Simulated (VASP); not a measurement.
Set up this calculation in VASP 6.6.1, as the native input.

| Quantity | Value |
| --- | --- |
| Task | single point |
| Functional | r2SCAN0 |
| Potentials or basis | VASP PAW PBE potentials, release 64 (Cl, Li_sv) |
| Cutoff | 520 eV |
| k mesh | 5 × 5 × 5 |
| Occupations | fermi-dirac, width 0.05 eV |
| Spin | no spin polarisation |
| Dipole correction | no |
| Grid for exact exchange (PRECFOCK) | Normal |
| Further INCAR settings | ALGO = Normal; EDIFF = 1e-06; NBANDS = 12 |

Crystal: LiCl.

```
CELL_PARAMETERS angstrom
0.00000 2.56477 2.56477
2.56477 0.00000 2.56477
2.56477 2.56477 0.00000
ATOMIC_POSITIONS crystal
Cl 0.50000 0.50000 0.50000
Li 0.00000 0.00000 0.00000
```

These files were run (other wordings do the same):

POSCAR

```
LiCl
1.0
    0.0000000000      2.5647700000      2.5647700000
    2.5647700000      0.0000000000      2.5647700000
    2.5647700000      2.5647700000      0.0000000000
Cl Li
1 1
Direct
    0.5000000000      0.5000000000      0.5000000000
    0.0000000000      0.0000000000      0.0000000000
```

INCAR.step1

```
SYSTEM = LiCl
ALGO     = Normal         ! electronic algorithm
EDIFF    = 1E-5           ! SCF threshold, eV
ENCUT    = 520            ! plane-wave cutoff, eV
GGA      = PE             ! functional
ISIF     = 2              ! what is computed and relaxed
ISMEAR   = -1             ! smearing method
LASPH    = .TRUE.         ! aspherical terms in the spheres
LCHARG   = .FALSE.        ! write CHGCAR
LREAL    = .FALSE.        ! projectors in reciprocal space
LWAVE    = .TRUE.         ! write WAVECAR
NBANDS   = 12             ! bands
NELM     = 60             ! most SCF steps
PREC     = Accurate       ! precision mode
SIGMA    = 0.05           ! smearing width, eV
```

INCAR.step2

```
SYSTEM = LiCl
AEXX     = 0.25           ! exact-exchange fraction
ALGO     = Normal         ! electronic algorithm
EDIFF    = 1E-6           ! SCF threshold, eV
ENCUT    = 520            ! plane-wave cutoff, eV
ISIF     = 2              ! what is computed and relaxed
ISMEAR   = -1             ! smearing method
ISTART   = 1            
LASPH    = .TRUE.         ! aspherical terms in the spheres
LCHARG   = .FALSE.        ! write CHGCAR
LHFCALC  = .TRUE.         ! exact exchange
LMIXTAU  = .TRUE.       
LREAL    = .FALSE.        ! projectors in reciprocal space
LWAVE    = .FALSE.        ! write WAVECAR
METAGGA  = R2SCAN         ! meta-GGA
NBANDS   = 12             ! bands
NELM     = 60             ! most SCF steps
PREC     = Accurate       ! precision mode
PRECFOCK = Normal       
SIGMA    = 0.05           ! smearing width, eV
```

KPOINTS

```
k-points
0
G
  5 5 5
  0 0 0
```

Potentials or basis: VASP PAW PBE potentials, release 64 (Cl, Li_sv).

Command:

```sh
$ cat potpaw_PBE.64/Cl/POTCAR potpaw_PBE.64/Li_sv/POTCAR > POTCAR
$ cp INCAR.step1 INCAR
$ mpirun -np 1 vasp_std > vasp.out
$ cp INCAR.step2 INCAR
$ mpirun -np 1 vasp_std > vasp.out
```

Results of the run:

```json
{"Band gap on the k mesh": "9.04 eV, direct"}
```

Caveat: the k points lie up to 0.42 Å⁻¹ apart.

It took 9.9 min on 1 thread of AMD EPYC 7R13 Processor (Zen 3), on a shared host, peak memory 0.13 GiB.
